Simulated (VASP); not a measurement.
Crystal: In3As.

```xyz
4
Lattice="4.6717 0.0000 0.0000 0.0000 4.6717 0.0000 0.0000 0.0000 4.6717" Properties=species:S:1:pos:R:3 pbc="T T T"
In    0.0000    2.3358    2.3358
In    2.3358    0.0000    2.3358
In    2.3358    2.3358    0.0000
As    0.0000    0.0000    0.0000
```

```yaml
Program: VASP 6.6.1
Task: relaxation of cell and atoms
Functional: r2SCAN
Dispersion: D4
Potentials_or_basis: VASP PAW PBE potentials, release 64 (In_d, As)
Cutoff: 600 eV
k_mesh: 4 × 4 × 4
Occupations: fermi-dirac, width 0.01 eV
Spin: no spin polarisation
```

At the start: pressure -2.3 GPa; volume 25.49 Å³/atom.

Question: Where does the relaxation end?

Answer: Over 3 steps the energy falls by 8.9 meV/atom and the volume is 24.32 Å³/atom (-4.6 %); space group Pm-3m (No. 221, to 0.1 Å) before and after.

The path:
| step | energy change (eV) | largest force (eV/Å) | pressure (GPa) | volume (Å³) |
| --- | --- | --- | --- | --- |
| 1 | 0.0000 | 0.0000 | -2.29 | 101.96 |
| 2 | -0.0350 | 0.0000 | 0.35 | 96.69 |
| 3 | -0.0355 | 0.0000 | -0.02 | 97.26 |

Final structure:
```
In As
1.0
     4.59884    0.00000    0.00000
     0.00000    4.59884    0.00000
     0.00000    0.00000    4.59884
In As
3 1
Cartesian
  0.0000 2.2994 2.2994
  2.2994 0.0000 2.2994
  2.2994 2.2994 0.0000
  0.0000 0.0000 0.0000
```

Caveat: the PAW data sets were made with another functional, which shifts forces and pressure a little.
